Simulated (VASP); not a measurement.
Runs of VASP 6.6.1 on ZnAu. It takes space group Pm-3m (No. 221, cubic). Conventional cell: a = 3.147 Å, b = 3.147 Å, c = 3.147 Å, α = 90.00°, β = 90.00°, γ = 90.00°. Within 3.6 Å of Zn (site symmetry m-3m) lie 8 Au at 2.73 Å and 6 Zn at 3.15 Å. Within 3.6 Å of Au (site symmetry m-3m) lie 8 Zn at 2.73 Å and 6 Au at 3.15 Å. 

```tsv
level	gap on the mesh (eV)	pressure (GPa)
revPBE	none	(a)
PBEsol	none	-2.3
BLYP	none	14.4
PBE	none	5.0
```

Alike in all rows: task single point; potentials or basis VASP PAW PBE potentials, release 64 (Zn, Au); no spin polarisation; cell as given; k mesh 10 × 10 × 10; cutoff (eV) 520; smearing fermi-dirac 0.15 eV.

Task: Estimate the missing entries.

Result: (a) 7.7.

Caveats: spin-orbit coupling is left out, which moves the levels of the heavy elements; the PAW data sets were made with another functional, which shifts forces and pressure a little (some runs).

A k mesh can miss the band edges, and the runs leave out spin-orbit coupling on Au.

A gap of «none» marks levels without a gap at the run's occupations.
